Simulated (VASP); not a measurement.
# Ir (Fm-3m) in VASP: a series of runs

Runs on Ir. Level: PBEsol. Tasks: single point.

All numbers are computed with VASP 6.6.1; they aren't measurements. Logs are shortened: lines on timing, memory, paths and dates and some standing lists are left out, and cuts for length are marked.

### 1 The cell of the first run

It takes space group Fm-3m (No. 225, cubic). Conventional cell: a = 3.865 Å, b = 3.865 Å, c = 3.865 Å, α = 90.00°, β = 90.00°, γ = 90.00°. Within 3.6 Å of Ir (site symmetry m-3m) lie 12 Ir at 2.73 Å.

### 2 Single point, PBEsol (volume scaled by 1.02)

INCAR reads:

```
PREC = Accurate ; ENCUT = 500
EDIFF = 1E-6 ; ISMEAR = -1
SIGMA = 0.05 ; LREAL = False
LASPH = True ; NELM = 120
ALGO = Normal ; ISIF = 2
LWAVE = False ; LCHARG = True
GGA = PS ; LELF = True
LVHAR = True ; NBANDS = 10
GGA_COMPAT = False
```

KPOINTS reads:

```
Automatic mesh
0
Gamma
  15 15 15
```

POSCAR reads:

```
Ir
1.0
    0.0000000000      1.9324136155      1.9324136155
    1.9324136155      0.0000000000      1.9324136155
    1.9324136155      1.9324136155      0.0000000000
Ir
1
Direct
    0.0000000000      0.0000000000      0.0000000000
```

Potentials or basis: VASP PAW PBE potentials, release 64 (Ir).

The run is started by

```console
$ cat potpaw_PBE.64/Ir/POTCAR > POTCAR
$ mpirun -np 1 vasp_std > vasp.out
```

OUTCAR:

```text
PREC = Accurate
   ENCUT = 500
   EDIFF = 1E-6
   ISMEAR = -1
   LREAL = False
   LASPH = True
   NELM = 120
   ISIF = 2
   GGA = PS

 ion  position               nearest neighbor table
   1  0.000  0.000  0.000-

  LATTYP: Found a face centered cubic cell.
 ALAT       =     3.8648272310

  Lattice vectors:

 A1 = (   0.0000000000,   1.9324136155,   1.9324136155)
 A2 = (   1.9324136155,   0.0000000000,   1.9324136155)
 A3 = (   1.9324136155,   1.9324136155,   0.0000000000)

Analysis of symmetry for initial positions (statically):
=====================================================================
 Subroutine PRICEL returns:
 Original cell was already a primitive cell.

 Routine SETGRP: Setting up the symmetry group for a
 face centered cubic supercell.

 Subroutine GETGRP returns: Found 48 space group operations
 (whereof 48 operations were pure point group operations)
 out of a pool of 48 trial point group operations.

The static configuration has the point symmetry O_h .

Analysis of symmetry for dynamics (positions and initial velocities):
=====================================================================
 Subroutine PRICEL returns:
 Original cell was already a primitive cell.

 Routine SETGRP: Setting up the symmetry group for a
 face centered cubic supercell.

 Subroutine GETGRP returns: Found 48 space group operations
 (whereof 48 operations were pure point group operations)
 out of a pool of 48 trial point group operations.

The dynamic configuration has the point symmetry O_h .

 Subroutine INISYM returns: Found 48 space group operations
 (whereof 48 operations are pure point group operations),
 and found     1 'primitive' translations

----------------------------------------------------------------------------------------

                                     Primitive cell

  volume of cell :      14.4321

  direct lattice vectors                    reciprocal lattice vectors
     0.000000000  1.932413616  1.932413616    -0.258743778  0.258743778  0.258743778
     1.932413616  0.000000000  1.932413616     0.258743778 -0.258743778  0.258743778
     1.932413616  1.932413616  0.000000000     0.258743778  0.258743778 -0.258743778

  length of vectors
     2.732845543  2.732845543  2.732845543     0.448157370  0.448157370  0.448157370

  position of ions in fractional coordinates (direct lattice)
     0.000000000  0.000000000  0.000000000

  ion indices of the primitive-cell ions
   primitive index   ion index
                 1           1

----------------------------------------------------------------------------------------

 KPOINTS: Automatic mesh

Automatic generation of k-mesh.
 Grid dimensions read from file:
 generate k-points for:   15   15   15

 Generating k-lattice:

  Cartesian coordinates                     Fractional coordinates (reciprocal lattice)
    -0.017249585  0.017249585  0.017249585     0.066666667  0.000000000  0.000000000
     0.017249585 -0.017249585  0.017249585     0.000000000  0.066666667  0.000000000
     0.017249585  0.017249585 -0.017249585     0.000000000  0.000000000  0.066666667

  Length of vectors
     0.029877158  0.029877158  0.029877158

  Shift w.r.t. Gamma in fractional coordinates (k-lattice)
     0.000000000  0.000000000  0.000000000

 Subroutine IBZKPT returns following result:
 ===========================================

 Found    120 irreducible k-points:

 Following reciprocal coordinates:
            Coordinates               Weight
  0.000000  0.000000  0.000000      1.000000
  0.066667  0.000000  0.000000      8.000000
  0.133333  0.000000  0.000000      8.000000
  0.200000  0.000000  0.000000      8.000000
  0.266667  0.000000  0.000000      8.000000
  0.333333  0.000000  0.000000      8.000000
[... 16 lines left out ...]
  0.133333  0.133333  0.000000      6.000000
  0.200000  0.133333  0.000000     24.000000
 [... further k-points ...]
   k-points           NKPTS =    120   k-points in BZ     NKDIM =    120   number of bands    NBANDS=     10
   number of dos      NEDOS =    301   number of ions     NIONS =      1
   total plane-waves  NPLWV =   8000
   dimension x,y,z NGX =    20 NGY =   20 NGZ =   20
   dimension x,y,z NGXF=    40 NGYF=   40 NGZF=   40
   ions per type =               1
   NGX,Y,Z   is equivalent  to a cutoff of  12.17, 12.17, 12.17 a.u.
   NGXF,Y,Z  is equivalent  to a cutoff of  24.33, 24.33, 24.33 a.u.
 SYSTEM =  unknown system
   PREC   = accura    normal or accurate (medium, high low for compatibility)
   ISTART =      0    job   : 0-new  1-cont  2-samecut
   ICHARG =      2    charge: 1-file 2-atom 10-const
   ISPIN  =      1    spin polarized calculation?
   LNONCOLLINEAR =      F non collinear calculations
   LSORBIT =      F    spin-orbit coupling
   LASPH  =      T    aspherical Exc in radial PAW
   ENCUT  =  500.0 eV  36.75 Ry    6.06 a.u.   4.98  4.98  4.98*2*pi/ulx,y,z
   NELM   =    120;   NELMIN=  2; NELMDL= -5     # of ELM steps
   EDIFF  = 0.1E-05   stopping-criterion for ELM
   LREAL  =      F    real-space projection
   EDIFFG = 0.1E-04   stopping-criterion for IOM
   NSW    =      0    number of steps for IOM
   IBRION =     -1    ionic relax: 0-MD 1-quasi-New 2-CG
   NFREE  =      0    steps in history (QN), initial steepest desc. (CG)
   ISIF   =      2    stress and relaxation
   ISYM   =      2    0-nonsym 1-usesym 2-fastsym
   POTIM  = 0.5000    time-step for ionic-motion
   TEBEG  =    0.0;   TEEND  =   0.0 temperature during run
   PSTRESS=    0.0 pullay stress
   NELECT =       9.0000    total number of electrons
   NUPDOWN=      -1.0000    fix difference up-down
   EMIN   =  10.00;   EMAX   =-10.00  energy-range for DOS
   EFERMI =   0.00;   METHOD = LEGACY
   ISMEAR =    -1;   SIGMA  =   0.05  broadening in eV -4-tet -1-fermi 0-gaus
   EFERMI_NEDOS =   21; number of points for ismear=-14 and -15
   IALGO  =     38    algorithm
   IMIX   =      4    mixing-type and parameters
     AMIX     =   0.40;   BMIX     =  1.00
     AMIX_MAG =   1.60;   BMIX_MAG =  1.00
  volume/ion in A,a.u.               =      14.43        97.39
  Fermi-wavevector in a.u.,A,eV,Ry     =   1.398660  2.643085 26.616406  1.956251
  Thomas-Fermi vector in A             =   2.521796
   LORBIT       =      0    0 simple, 1 ext, 2 COOP (PROOUT), +10 PAW based schemes
   GGA     = PS    functional components
   LHFCALC =     F    Hartree Fock is set to
   AEXX    =    0.0000 exact exchange contribution
   IVDW    =     0    specifies the selected vdW correction
   LEPSILON=     F    determine dielectric tensor
   LRPA    =     F    only Hartree local field effects (RPA)
 non-spin polarized calculation
  energy-cutoff  :      500.00
  volume of cell :       14.43
 maximum number of plane-waves:       378
   NGX =  9   NGY =  9   NGZ =  9

 number of electron       9.0000000 magnetization

 Free energy of the ion-electron system (eV)
  ---------------------------------------------------
  ext. energy  EPLUGINS =         0.00000000
  ---------------------------------------------------
  free energy    TOTEN  =        -9.81931665 eV

  energy without entropy =       -9.81103602  energy(sigma->0) =       -9.81517634

 E-fermi :   9.9488     XC(G=0): -13.9852

 val. band max:        9.9350075569   @ k =  -0.4000   0.4667   0.0667
 cond. band min:       9.9537398347   @ k =  -0.3333   0.2667   0.0667
 fundamental gap:      0.0187322777
 Fermi energy:         9.9488097494

 k-point     1 :       0.0000    0.0000    0.0000
  band No.  band energies     occupation
      1      -1.0731      2.00000
      2       6.1142      2.00000
      3       6.1142      2.00000
      4       6.1142      2.00000
      5       8.7450      2.00000
      6       8.7450      2.00000
      7      24.2592      0.00000
      8      29.7135      0.00000
      9      29.7135      0.00000
     10      29.7135      0.00000

 k-point     2 :       0.0667    0.0000    0.0000
  band No.  band energies     occupation
      1      -0.8798      2.00000
      2       6.0125      2.00000
      3       6.1974      2.00000
      4       6.1974      2.00000
      5       8.6923      2.00000
      6       8.6923      2.00000
      7      24.5897      0.00000
      8      28.7030      0.00000
      9      30.0289      0.00000
     10      30.0289      0.00000

 k-point     3 :       0.1333    0.0000    0.0000
  band No.  band energies     occupation
      1      -0.3282      2.00000
      2       5.7701      2.00000
      3       6.3993      2.00000
      4       6.3993      2.00000
      5       8.5989      2.00000
      6       8.5989      2.00000
      7      25.4518      0.00000
      8      26.8936      0.00000
      9      30.9317      0.00000
     10      30.9317      0.00000

 k-point     4 :       0.2000    0.0000    0.0000
  band No.  band energies     occupation
      1       0.4766      2.00000
      2       5.5642      2.00000
      3       6.5619      2.00000
      4       6.5619      2.00000
      5       8.6575      2.00000
      6       8.6575      2.00000
      7      24.9754      0.00000
      8      26.4384      0.00000
      9      32.2846      0.00000
     10      32.2846      0.00000

 k-point     5 :       0.2667    0.0000    0.0000
  band No.  band energies     occupation
      1       1.2958      2.00000
      2       5.6873      2.00000
      3       6.5212      2.00000
      4       6.5212      2.00000
      5       9.0492      2.00000
      6       9.0492      2.00000
      7      23.0758      0.00000
      8      26.4171      0.00000
      9      33.5208      0.00000
     10      33.5210      0.00000

 k-point     6 :       0.3333    0.0000    0.0000
  band No.  band energies     occupation
      1       1.8044      2.00000
      2       6.3362      2.00000
      3       6.3362      2.00000
      4       6.4535      2.00000
      5       9.6825      1.99033
      6       9.6825      1.99033
      7      20.9828      0.00000
      8      25.3365      0.00000
      9      32.2041      0.00000
     10      32.2041      0.00000

 k-point     7 :       0.4000    0.0000    0.0000
  band No.  band energies     occupation
      1       1.9587      2.00000
      2       6.1478      2.00000
      3       6.1478      2.00000
      4       7.7647      2.00000
      5      10.3158      0.00130
      6      10.3158      0.00130
      7      18.7978      0.00000
      8      24.3457      0.00000
      9      30.5471      0.00000
     10      30.5471      0.00000

 k-point     8 :       0.4667    0.0000    0.0000
  band No.  band energies     occupation
      1       1.9702      2.00000
      2       6.0373      2.00000
      3       6.0373      2.00000
      4       8.9413      2.00000
      5      10.7136      0.00000
      6      10.7136      0.00000
      7      17.1749      0.00000
      8      23.8443      0.00000
      9      29.6097      0.00000
     10      29.6097      0.00000

 k-point     9 :       0.0667    0.0667    0.0000
  band No.  band energies     occupation
      1      -0.8149      2.00000
      2       5.9190      2.00000
      3       6.2590      2.00000
      4       6.2590      2.00000
      5       8.5209      2.00000
      6       8.8209      2.00000
      7      24.7045      0.00000
      8      28.9565      0.00000
      9      29.8045      0.00000
     10      29.8045      0.00000
[... 118 lines left out ...]
 k-point    19 :      -0.2667    0.0667    0.0000
  band No.  band energies     occupation
      1       1.6824      2.00000
      2       5.6544      2.00000
      3       6.4270      2.00000
      4       6.5879      2.00000
      5       8.7798      2.00000
      6       9.8657      1.68105
      7      22.5352      0.00000
      8      26.3068      0.00000
      9      31.1034      0.00000
     10      33.0722      0.00000

 k-point    20 :      -0.2000    0.0667    0.0000
  band No.  band energies     occupation
      1       0.9266      2.00000
      2       5.3998      2.00000
      3       6.5867      2.00000
      4       6.7034      2.00000
      5       8.2867      2.00000
      6       9.2474      2.00000
      7      24.5019      0.00000
      8      26.8089      0.00000
      9      31.1859      0.00000
     10      32.9890      0.00000

 k-point    21 :      -0.1333    0.0667    0.0000
  band No.  band energies     occupation
      1       0.0817      2.00000
      2       5.5599      2.00000
      3       6.5544      2.00000
      4       6.5565      2.00000
      5       8.2437      2.00000
      6       8.8986      2.00000
      7      26.0276      0.00000
      8      26.3194      0.00000
      9      30.3322      0.00000
     10      32.1871      0.00000

 k-point    22 :      -0.0667    0.0667    0.0000
  band No.  band energies     occupation
      1      -0.5654      2.00000
      2       5.8305      2.00000
      3       6.3143      2.00000
      4       6.3672      2.00000
      5       8.4655      2.00000
      6       8.7788      2.00000
      7      25.1088      0.00000
      8      27.8246      0.00000
      9      29.8780      0.00000
     10      30.8455      0.00000

 k-point    23 :       0.1333    0.1333    0.0000
  band No.  band energies     occupation
      1      -0.0733      2.00000
      2       5.4037      2.00000
      3       6.6886      2.00000
      4       6.6886      2.00000
      5       7.9319      2.00000
      6       9.0398      2.00000
      7      25.9497      0.00000
      8      28.0278      0.00000
      9      29.8530      0.00000
     10      29.8530      0.00000

 k-point    24 :       0.2000    0.1333    0.0000
  band No.  band energies     occupation
      1       0.5474      2.00000
      2       5.0944      2.00000
      3       6.8787      2.00000
      4       6.9713      2.00000
      5       7.7565      2.00000
      6       9.1989      2.00000
      7      26.8640      0.00000
      8      26.8895      0.00000
      9      29.8883      0.00000
     10      30.4293      0.00000

 [... further k-points ...]
[... 5 lines left out ...]
  --------------------------------------------------------------------------------------
  -------------------------------------------------------------------------------------
  Total       -0.8143179     -0.8143179     -0.8143179      0.0000000      0.0000000      0.0000000
  in kB      -90.4012245    -90.4012245    -90.4012245      0.0000000      0.0000000      0.0000000
  external PRESSURE =     -90.4012245 kB  Pullay stress =       0.0000000 kB

 VOLUME and BASIS-vectors are now :
 -----------------------------------------------------------------------------
  energy-cutoff  :      500.00
  volume of cell :       14.43
      direct lattice vectors                 reciprocal lattice vectors
     0.000000000  1.932413616  1.932413616    -0.258743778  0.258743778  0.258743778
     1.932413616  0.000000000  1.932413616     0.258743778 -0.258743778  0.258743778
     1.932413616  1.932413616  0.000000000     0.258743778  0.258743778 -0.258743778

 POSITION                                       TOTAL-FORCE (eV/Angst)
 -----------------------------------------------------------------------------------
      0.00000      0.00000      0.00000         0.000000      0.000000      0.000000
 -----------------------------------------------------------------------------------
    total drift:                                0.000000      0.000000      0.000000

  FREE ENERGIE OF THE ION-ELECTRON SYSTEM (eV)
  ---------------------------------------------------
  free  energy   TOTEN  =        -9.8193166532 eV

  energy  without entropy=       -9.8110360238  energy(sigma->0) =       -9.81517634
```

Wall time 20 s (1 thread of Intel Xeon 8259CL, shared host); peak memory 0.14 GiB.

Results:

| Quantity | Value |
| --- | --- |
| Free energy | -9.8193 eV |
| Pressure | -9.0 GPa |

Caveat: the PAW data sets were made with another functional, which shifts forces and pressure a little; spin-orbit coupling is left out, which moves the levels of the heavy elements.

### 3 Single point, PBEsol (volume scaled by 1.04)

INCAR reads:

```
SYSTEM = Ir
PREC = Accurate
ENCUT = 500
EDIFF = 1E-6
ISMEAR = -1
SIGMA = 0.05
LREAL = .False.
LASPH = .True.
NELM = 120
ALGO = Normal
ISIF = 2
LWAVE = .False.
LCHARG = .True.
GGA = PS
LELF = .True.
LVHAR = .True.
NBANDS = 10
GGA_COMPAT = .False.
```

KPOINTS reads:

```
regular mesh
0
Gamma
  15 15 15
  0 0 0
```

POSCAR reads:

```
Ir
1.0
    0.0000000000      1.9449621075      1.9449621075
    1.9449621075      0.0000000000      1.9449621075
    1.9449621075      1.9449621075      0.0000000000
Ir
1
Direct
    0.0000000000      0.0000000000      0.0000000000
```

Potentials or basis: VASP PAW PBE potentials, release 64 (Ir).

The run is started by

```console
$ cat potpaw_PBE.64/Ir/POTCAR > POTCAR
$ mpirun -np 1 vasp_std > vasp.out
```

It took 24 s on 1 thread of Intel Xeon 8259CL, shared host; peak memory 0.14 GiB.

It converged, with:

```
Free energy : -9.7978 eV
Pressure    : -15.4 GPa
```

Levels at points of the mesh, in eV from the Fermi level:
```
           k point  band 1  band 2  band 3  band 4  band 5  band 6  band 7  band 8
(0.00, 0.00, 0.00)  -10.81   -3.72   -3.72   -3.72   -1.17   -1.17   14.35   19.69
```

Caveat: the PAW data sets were made with another functional, which shifts forces and pressure a little; spin-orbit coupling is left out, which moves the levels of the heavy elements.
